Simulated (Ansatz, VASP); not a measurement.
TaN in VASP and in Ansatz

The input INCAR:

```
ALGO = Normal ; EDIFF = 1E-6
ENCUT = 520 ; GGA = PS
ISIF = 2 ; ISMEAR = 0
LASPH = True ; LCHARG = False
LREAL = False ; LWAVE = False
NBANDS = 33 ; NELM = 60
PREC = Accurate ; SIGMA = 0.1
```

KPOINTS

```
k-points
0
Gamma
  9 9 12
```

File POSCAR:

```
TaN
1.0
    5.1213862944      0.0000000000      0.0000000000
   -2.5606931472      4.4352506336      0.0000000000
    0.0000000000      0.0000000000      2.7818680400
Ta N
3 3
Direct
    0.3333333333      0.6666666667      0.5358785896
    0.6666666667      0.3333333333      0.5330138110
    0.0000000000      0.0000000000      0.0102204252
    0.3792092896     -0.0179255445     -0.0263709419
    0.6028651659      0.6207907104     -0.0263709419
    0.0179255445      0.3971348341     -0.0263709419
```

Input for Ansatz:

```yaml
crystal:
  lattice:
    - [5.1213862944, 0.0, 0.0]
    - [-2.5606931472, 4.4352506336, 0.0]
    - [0.0, 0.0, 2.78186804]
  atoms:
    - { symbol: Ta, position: [0.3333333333, 0.6666666667, 0.5358785896] }
    - { symbol: Ta, position: [0.6666666667, 0.3333333333, 0.533013811] }
    - { symbol: Ta, position: [0.0, 0.0, 0.0102204252] }
    - { symbol: "N", position: [0.3792092896, -0.0179255445, -0.0263709419] }
    - { symbol: "N", position: [0.6028651659, 0.6207907104, -0.0263709419] }
    - { symbol: "N", position: [0.0179255445, 0.3971348341, -0.0263709419] }
basis:
  ecutwfc: 420
kpoints:
  mp_grid: { grid: [9, 9, 12] }
hamiltonian:
  xc: pbesol
scf:
  occupations: { method: gaussian, width: 0.1 }
output:
  forces: true
  stress: true
  eigenvalues: true
```

Alike in both runs: task single point; functional PBEsol; k mesh 9 × 9 × 12; occupations gaussian, width 0.1 eV; no spin polarisation.

|  | VASP | Ansatz |
| --- | --- | --- |
| version | VASP 6.6.1 | Ansatz 0.2.0 |
| potentials or method | VASP PAW PBE potentials, release 64 (Ta_pv, N), cutoff 520 eV | scalar-relativistic, plane waves, PAW |
| valence electrons in the cell | 48 | 54 |

|  | VASP | Ansatz | Ansatz less VASP |
| --- | --- | --- | --- |
| gap on the k mesh at the Fermi level (eV) | none | none | - |
| pressure (GPa) | 34.7 | 33.2 | -1.52 |
| traceless stress, the component that is largest in VASP (GPa) | 10.23 | 10.30 | +0.071 |
| rms of the force components (eV/Å) | 2.458 | 2.420 | -0.0375 |

VASP's potentials were made for PBE, not for PBEsol. Atom by atom the forces differ by 0.039 eV/Å (rms over components). A gap of «none» marks a metal or a gap that the smearing closes. Both programs put the cell under a high pressure, so it lies far from rest at this level. With one functional, cell and mesh, what is left measures potentials, basis and numerics. VASP's potentials hold 48 valence electrons a cell and Ansatz's 54, so a difference there can come from the potentials and not from the codes.

Spin-orbit coupling is off throughout.
